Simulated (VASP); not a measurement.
# Ba6LiNb2IrCl2O12 (P3m1) in VASP: electric field gradients with PBE

Aim: the electric field gradients of Ba6LiNb2IrCl2O12 with PBE.

All numbers are computed with VASP 6.6.1; they aren't measurements. Logs are shortened: lines on timing, memory, paths and dates and some standing lists are left out, and cuts for length are marked.

## (1) The cell of the first run

It takes space group P3m1 (No. 156, trigonal). The conventional cell has a = 5.957 Å, b = 5.957 Å, c = 15.558 Å, α = 90.00°, β = 90.00°, γ = 120.00°. Ba (site symmetry 3m) has 3 O at 2.55 Å and 1 Cl at 3.38 Å within 3.4 Å. Ba (site symmetry 3m) has 9 O at 2.68 to 3.02 Å and 1 Cl at 3.24 Å and 3 Nb at 3.47 Å within 3.5 Å. Ba (site symmetry 3m) has 3 O at 2.58 Å and 1 Cl at 3.22 Å within 3.4 Å. Ba (site symmetry 3m) has 1 Li at 2.68 Å and 12 O at 2.71 to 3.56 Å and 3 Nb at 3.62 Å and 4 Ba at 3.79 to 3.98 Å and 3 Ir at 3.84 Å within 4.0 Å. Ba (site symmetry 3m) has 12 O at 3.00 to 3.30 Å and 3 Li at 3.44 Å and 3 Ir at 3.59 Å and 3 Nb at 3.89 Å within 3.9 Å. Ba (site symmetry 3m) has 1 Li at 2.64 Å and 9 O at 2.88 to 2.99 Å and 1 Cl at 3.05 Å and 3 Nb at 3.52 Å within 3.6 Å. Within 2.5 Å of Li (site symmetry 3m) lie 3 O at 1.85 Å. Nb (site symmetry 3m) has 6 O at 1.93 to 2.16 Å within 2.6 Å.

## (2) Electric field gradients, PBE

The input, INCAR:

```
SYSTEM = Ba6LiNb2IrCl2O12
PREC     = Accurate       ! precision mode
ENCUT    = 650            ! plane-wave cutoff, eV
EDIFF    = 1E-8           ! SCF threshold, eV
ISMEAR   = -1             ! smearing method
SIGMA    = 0.02           ! smearing width, eV
LREAL    = Auto         
LASPH    = .TRUE.         ! aspherical terms in the spheres
NELM     = 120            ! most SCF steps
ALGO     = Normal         ! electronic algorithm
ISIF     = 2              ! what is computed and relaxed
LWAVE    = .FALSE.        ! write WAVECAR
LCHARG   = .FALSE.        ! write CHGCAR
GGA      = PE             ! functional
LEFG     = .TRUE.       
NBANDS   = 114            ! bands
GGA_COMPAT= .FALSE.
```

The input, KPOINTS:

```
regular mesh
0
G
  5 5 2
  0 0 0
```

The input, POSCAR:

```
Ba6LiNb2IrCl2O12
1.0
    5.9567960547      0.0000000000      0.0000000000
   -2.9783980274      5.1587367086      0.0000000000
    0.0000000000      0.0000000000     15.5581530061
Ba Li Nb Ir Cl O
6 1 2 1 2 12
Direct
    0.0000000000      0.0000000000      0.3632880000
    0.0000000000      0.0000000000      0.7890150000
    0.3333333333      0.6666666667      0.6355650000
    0.3333333333      0.6666666667      0.8911220000
    0.0000000000      0.0000000000      0.0664730000
    0.3333333333      0.6666666667      0.2327570000
    0.3333333333      0.6666666667      0.0631810000
    0.6666666667      0.3333333333      0.8179430000
    0.6666666667      0.3333333333      0.1834940000
    0.6666666667      0.3333333333      0.0009040000
    0.3333333333      0.6666666667      0.4288160000
    0.0000000000      0.0000000000      0.5807810000
    0.8192198333      0.6384396667      0.9130780000
    0.9950423333      0.4975211667      0.7578640000
    0.8278563333      0.6557126667      0.2452720000
    0.5024788333      0.0049576667      0.7578640000
    0.5024788333      0.4975211667      0.7578640000
    0.5086058333      0.0172116667      0.0883320000
    0.8278563333      0.1721436667      0.2452720000
    0.9827883333      0.4913941667      0.0883320000
    0.5086058333      0.4913941667      0.0883320000
    0.3615603333      0.1807801667      0.9130780000
    0.3442873333      0.1721436667      0.2452720000
    0.8192198333      0.1807801667      0.9130780000
```

Potentials or basis: VASP PAW PBE potentials, release 64 (Ba_sv, Li_sv, Nb_sv, Ir_sv_GW, Cl, O).

Command:

```bash
$ cat potpaw_PBE.64/Ba_sv/POTCAR potpaw_PBE.64/Li_sv/POTCAR potpaw_PBE.64/Nb_sv/POTCAR potpaw_PBE.64/Ir_sv_GW/POTCAR potpaw_PBE.64/Cl/POTCAR potpaw_PBE.64/O/POTCAR > POTCAR
$ mpirun -np 1 vasp_std > vasp.out
```

OUTCAR:

```text
SYSTEM = Ba6LiNb2IrCl2O12
   PREC = Accurate
   ENCUT = 650
   EDIFF = 1E-8
   ISMEAR = -1
   LREAL = Auto
   LASPH = .TRUE.
   NELM = 120
   ISIF = 2
   GGA = PE

 ion  position               nearest neighbor table
   1  0.000  0.000  0.363-  23 2.55  15 2.55  19 2.55  12 3.38  11 3.59  11 3.59  11 3.59   6 3.99
                             6 3.99   6 3.99   5 4.62
   2  0.000  0.000  0.789-  22 2.68  13 2.68  24 2.68  16 3.02  14 3.02  17 3.02  17 3.02  16 3.02
                            14 3.02  12 3.24   8 3.47   8 3.47   8 3.47   4 3.79   4 3.79   4 3.79
   3  0.333  0.667  0.636-  14 2.58  17 2.58  16 2.58  11 3.22  12 3.54  12 3.54  12 3.54   4 3.98
                             2 4.19   2 4.19   2 4.19
   4  0.333  0.667  0.891-   7 2.68  14 2.71  17 2.71  16 2.71  13 3.00  13 3.00  24 3.00  24 3.00
                            22 3.00  22 3.00   8 3.62   8 3.62   8 3.62   2 3.79   2 3.79   2 3.79
   5  0.000  0.000  0.066-  18 3.00  20 3.00  21 3.00  21 3.00  18 3.00  20 3.00  22 3.03  13 3.03
                            24 3.03  23 3.30  15 3.30  19 3.30   7 3.44   7 3.44   7 3.44  10 3.59
   6  0.333  0.667  0.233-   7 2.64  20 2.88  21 2.88  18 2.88  15 2.99  15 2.99  19 2.99  19 2.99
                            23 2.99  23 2.99  11 3.05   9 3.52   9 3.52   9 3.52   1 3.99   1 3.99
   7  0.333  0.667  0.063-  20 1.85  21 1.85  18 1.85   6 2.64   4 2.68   5 3.44   5 3.44   5 3.44

   8  0.667  0.333  0.818-  14 1.93  16 1.93  17 1.93  24 2.16  22 2.16  13 2.16  10 2.85   2 3.47
                             2 3.47   2 3.47   4 3.62   4 3.62   4 3.62
   9  0.667  0.333  0.183-  19 1.92  23 1.92  15 1.92  20 2.20  18 2.20  21 2.20  10 2.84   6 3.52
                             6 3.52   6 3.52   5 3.89   5 3.89   5 3.89
  10  0.667  0.333  0.001-  24 2.08  22 2.08  13 2.08  20 2.12  18 2.12  21 2.12   9 2.84   8 2.85
                             5 3.59   5 3.59   5 3.59   4 3.84   4 3.84   4 3.84
  11  0.333  0.667  0.429-   6 3.05   3 3.22   1 3.59   1 3.59   1 3.59
  12  0.000  0.000  0.581-   2 3.24   1 3.38   3 3.54   3 3.54   3 3.54
  13  0.819  0.638  0.913-  10 2.08   8 2.16   2 2.68   4 3.00   4 3.00   5 3.03
  14  0.995  0.498  0.758-   8 1.93   3 2.58   4 2.71   2 3.02   2 3.02
  15  0.828  0.656  0.245-   9 1.92   1 2.55   6 2.99   6 2.99   5 3.30
  16  0.502  0.005  0.758-   8 1.93   3 2.58   4 2.71   2 3.02   2 3.02
  17  0.502  0.498  0.758-   8 1.93   3 2.58   4 2.71   2 3.02   2 3.02
  18  0.509  0.017  0.088-   7 1.85  10 2.12   9 2.20   6 2.88   5 3.00   5 3.00
  19  0.828  0.172  0.245-   9 1.92   1 2.55   6 2.99   6 2.99   5 3.30
  20  0.983  0.491  0.088-   7 1.85  10 2.12   9 2.20   6 2.88   5 3.00   5 3.00
  21  0.509  0.491  0.088-   7 1.85  10 2.12   9 2.20   6 2.88   5 3.00   5 3.00
  22  0.362  0.181  0.913-  10 2.08   8 2.16   2 2.68   4 3.00   4 3.00   5 3.03
  23  0.344  0.172  0.245-   9 1.92   1 2.55   6 2.99   6 2.99   5 3.30
  24  0.819  0.181  0.913-  10 2.08   8 2.16   2 2.68   4 3.00   4 3.00   5 3.03

  LATTYP: Found a hexagonal cell.
 ALAT       =     5.9567960547
 C/A-ratio  =     2.6118324118

  Lattice vectors:

 A1 = (   5.9567960547,   0.0000000000,   0.0000000000)
 A2 = (  -2.9783980274,   5.1587367086,   0.0000000000)
 A3 = (   0.0000000000,   0.0000000000,  15.5581530061)

Analysis of symmetry for initial positions (statically):
=====================================================================
 Subroutine PRICEL returns:
 Original cell was already a primitive cell.

 Routine SETGRP: Setting up the symmetry group for a
 hexagonal supercell.

 Subroutine GETGRP returns: Found  6 space group operations
 (whereof  6 operations were pure point group operations)
 out of a pool of 24 trial point group operations.

The static configuration has the point symmetry C_3v.

Analysis of symmetry for dynamics (positions and initial velocities):
=====================================================================
 Subroutine PRICEL returns:
 Original cell was already a primitive cell.

 Routine SETGRP: Setting up the symmetry group for a
 hexagonal supercell.

 Subroutine GETGRP returns: Found  6 space group operations
 (whereof  6 operations were pure point group operations)
 out of a pool of 24 trial point group operations.

[... 139 lines left out ...]
   PSTRESS=    0.0 pullay stress
   NELECT =     192.0000    total number of electrons
   NUPDOWN=      -1.0000    fix difference up-down
   EMIN   =  10.00;   EMAX   =-10.00  energy-range for DOS
   EFERMI =   0.00;   METHOD = LEGACY
   ISMEAR =    -1;   SIGMA  =   0.02  broadening in eV -4-tet -1-fermi 0-gaus
   EFERMI_NEDOS =   21; number of points for ismear=-14 and -15
   IALGO  =     38    algorithm
   IMIX   =      4    mixing-type and parameters
     AMIX     =   0.40;   BMIX     =  1.00
     AMIX_MAG =   1.60;   BMIX_MAG =  1.00
  volume/ion in A,a.u.               =      19.92       134.43
  Fermi-wavevector in a.u.,A,eV,Ry     =   1.207825  2.282457 19.848726  1.458840
  Thomas-Fermi vector in A             =   2.343451
   LORBIT       =      0    0 simple, 1 ext, 2 COOP (PROOUT), +10 PAW based schemes
   GGA     = PE    functional components
   LHFCALC =     F    Hartree Fock is set to
   AEXX    =    0.0000 exact exchange contribution
   IVDW    =     0    specifies the selected vdW correction
   LEPSILON=     F    determine dielectric tensor
   LRPA    =     F    only Hartree local field effects (RPA)
 non-spin polarized calculation
  energy-cutoff  :      650.00
  volume of cell :      478.09
 maximum number of plane-waves:     18100
 NGX is ok and might be reduce to    50
   NGX = 25   NGY = 25   NGZ = 65

 number of electron     192.0000001 magnetization

 Free energy of the ion-electron system (eV)
  ---------------------------------------------------
  ext. energy  EPLUGINS =         0.00000000
  ---------------------------------------------------
  free energy    TOTEN  =      -165.94994933 eV

  energy without entropy =     -165.94994933  energy(sigma->0) =     -165.94994933

 E-fermi :   4.0849     XC(G=0):  -9.0507

 val. band max:        3.4168731999   @ k =   0.4000   0.0000   0.0000
 cond. band min:       5.0336482821   @ k =   0.0000   0.0000   0.0000
 fundamental gap:      1.6167750823
 Fermi energy:         4.0849369321

 k-point     1 :       0.0000    0.0000    0.0000
  band No.  band energies     occupation
      1     -88.7069      2.00000
      2     -52.7530      2.00000
      3     -52.6327      2.00000
      4     -45.7969      2.00000
      5     -45.3848      2.00000
      6     -45.3848      2.00000
[... 1099 lines left out ...]
    107       7.0042      0.00000
    108       7.1081      0.00000
 [bands above 108 left out]

------------------------ aborting loop because EDIFF is reached ----------------------------------------

  FORCE on cell =-STRESS in cart. coord.  units (eV):
  Direction    XX          YY          ZZ          XY          YZ          ZX
  --------------------------------------------------------------------------------------
  -------------------------------------------------------------------------------------
  Total       -4.4215853     -4.4215853     -4.4630637      0.0000000      0.0000000     -0.0000000
  in kB      -14.8174837    -14.8174837    -14.9564848      0.0000000      0.0000000     -0.0000000
  external PRESSURE =     -14.8638174 kB  Pullay stress =       0.0000000 kB

 VOLUME and BASIS-vectors are now :
 -----------------------------------------------------------------------------
  energy-cutoff  :      650.00
  volume of cell :      478.09
      direct lattice vectors                 reciprocal lattice vectors
     5.956796055  0.000000000  0.000000000     0.167875481  0.096922954  0.000000000
    -2.978398027  5.158736709  0.000000000     0.000000000  0.193845908  0.000000000
     0.000000000  0.000000000 15.558153006     0.000000000  0.000000000  0.064274982

 POSITION                                       TOTAL-FORCE (eV/Angst)
 -----------------------------------------------------------------------------------
      0.00000      0.00000      5.65209         0.000000      0.000000      0.021472
      0.00000      0.00000     12.27562         0.000000      0.000000     -0.030719
     -0.00000      3.43916      9.88822         0.000000      0.000000     -0.035363
     -0.00000      3.43916     13.86421         0.000000      0.000000     -0.021280
      0.00000      0.00000      1.03420         0.000000      0.000000     -0.010544
     -0.00000      3.43916      3.62127         0.000000      0.000000      0.023033
[... 16 lines left out ...]
      1.53814      0.88804      3.81598         0.436932      0.252263     -0.287263
      4.34149      0.93260     14.20581        -0.231278      0.133528     -0.143973
 -----------------------------------------------------------------------------------
    total drift:                                0.000002     -0.000001      0.007711

  FREE ENERGIE OF THE ION-ELECTRON SYSTEM (eV)
  ---------------------------------------------------
  free  energy   TOTEN  =      -165.9499493250 eV

  energy  without entropy=     -165.9499493250  energy(sigma->0) =     -165.94994933

 Electric field gradients (V/A^2)
---------------------------------------------------------------------
 ion       V_xx      V_yy      V_zz      V_xy      V_xz      V_yz
---------------------------------------------------------------------
   1      80.462    80.462  -160.923     0.000     0.000    -0.000
   2       7.561     7.561   -15.122     0.000     0.000    -0.000
   3      82.857    82.857  -165.714    -0.000    -0.000     0.000
   4     -65.318   -65.318   130.635     0.000     0.000    -0.000
   5     -24.205   -24.205    48.410     0.001    -0.000     0.000
   6     -36.891   -36.891    73.782     0.000    -0.000     0.000
[... 16 lines left out ...]
  23     -11.529    10.472     1.057   -19.052    -2.747    -1.586
  24       3.591   -31.857    28.266   -30.699   -48.218    27.839
---------------------------------------------------------------------

 Electric field gradients after diagonalization (V/A^2)
 (convention: |V_zz| > |V_xx| > |V_yy|)
----------------------------------------------------------------------
 ion       V_xx      V_yy      V_zz     asymmetry (V_yy - V_xx)/ V_zz
----------------------------------------------------------------------
   1      80.462    80.461  -160.923       0.000
   2       7.561     7.561   -15.122       0.000
   3      82.857    82.857  -165.714       0.000
   4     -65.318   -65.317   130.635       0.000
   5     -24.206   -24.204    48.410       0.000
   6     -36.891   -36.891    73.782       0.000
[... 16 lines left out ...]
  23      21.471     1.476   -22.947       0.871
  24     -49.581   -30.995    80.576       0.231
----------------------------------------------------------------------

           NMR quadrupolar parameters

 Cq : quadrupolar parameter    Cq=e*Q*V_zz/h
 eta: asymmetry parameters     (V_yy - V_xx)/ V_zz
 Q  : nuclear electric quadrupole moment in mb (millibarn)
----------------------------------------------------------------------
 ion       Cq(MHz)       eta       Q (mb)
----------------------------------------------------------------------
   1      -0.389       0.000       1.000
   2      -0.037       0.000       1.000
   3      -0.401       0.000       1.000
   4       0.316       0.000       1.000
   5       0.117       0.000       1.000
   6       0.178       0.000       1.000
[... 16 lines left out ...]
  23      -0.055       0.871       1.000
  24       0.195       0.231       1.000
----------------------------------------------------------------------
```

Run time: 21 min. Hardware: 1 thread of AMD EPYC 9R45 (Zen 5), shared host; peak memory 1 GiB.

Results:

| Item | Value |
| --- | --- |
| Free energy | -165.9499 eV |
| Pressure | -1.5 GPa |
| Largest force | 0.581 eV/Å |
| Band gap on the k mesh | 1.62 eV (least direct gap 1.83 eV) |
| Largest electric field gradient by atom | Ba -160.9, -15.1, -165.7, +130.6, +48.4, +73.8; Li +6.2; Nb +17.1, +3.3; Ir -3.8; Cl +2.5, +2.1; O +80.6, -21.6, -22.9, +81.2 (each value once) V/Å² |

Forces in eV/Å, atoms in the order of the input:
```
Ba   0.000  0.000  0.021
Ba   0.000  0.000 -0.031
Ba   0.000  0.000 -0.035
Ba   0.000  0.000 -0.021
Ba   0.000  0.000 -0.011
Ba   0.000  0.000  0.023
Li   0.000  0.000  0.065
Nb   0.000  0.000 -0.145
Nb   0.000  0.000  0.353
Ir   0.000  0.000 -0.062
Cl   0.000  0.000 -0.009
Cl   0.000  0.000 -0.017
O    0.000 -0.267 -0.144
O   -0.435 -0.251  0.273
O    0.000 -0.505 -0.287
O    0.000  0.502  0.273
O    0.435 -0.251  0.273
O    0.000  0.161  0.114
O   -0.437  0.252 -0.287
O   -0.140 -0.081  0.114
O    0.140 -0.081  0.114
O    0.231  0.134 -0.144
O    0.437  0.252 -0.287
O   -0.231  0.134 -0.144
```

Levels at points of the mesh, in eV from the valence-band top:
```
           k point  band 92  band 93  band 94  band 95  band 96  band 97  band 98  band 99  band 100  band 101
(0.00, 0.00, 0.00)    -1.94    -1.73    -0.58    -0.22    -0.22     1.62     1.62     1.73      1.84      1.84
(0.00, 0.00, 0.50)    -1.94    -1.73    -0.58    -0.22    -0.22     1.65     1.65     1.66      1.81      1.81
```

Electric field gradients, principal values (V/Å²):
```
 atom    least   middle  greatest (by size)
 1 Ba   80.461   80.462            -160.923
 2 Ba    7.561    7.561             -15.122
 3 Ba   82.857   82.857            -165.714
 4 Ba  -65.317  -65.318             130.635
 5 Ba  -24.204  -24.206              48.410
 6 Ba  -36.891  -36.891              73.782
 7 Li   -3.106   -3.109               6.216
 8 Nb   -8.571   -8.572              17.143
 9 Nb   -1.633   -1.633               3.266
10 Ir    1.917    1.917              -3.835
11 Cl   -1.250   -1.250               2.500
12 Cl   -1.035   -1.036               2.071
 13 O  -30.996  -49.579              80.575
 14 O    2.279   19.345             -21.624
 15 O    1.476   21.471             -22.947
 16 O    2.279   19.345             -21.624
 17 O    2.280   19.345             -21.624
 18 O  -26.284  -54.939              81.223
 19 O    1.477   21.472             -22.949
 20 O  -26.284  -54.939              81.223
 21 O  -26.285  -54.938              81.223
 22 O  -30.996  -49.579              80.575
 23 O    1.476   21.471             -22.947
 24 O  -30.995  -49.581              80.576
```

Caveat: without QUAD_EFG the Cq values of the log hold for a quadrupole moment of 1 mb, not for the nuclei; spin-orbit coupling is left out, which moves the levels of the heavy elements; an odd mesh through Γ misses points on the zone boundary, where band edges can lie.
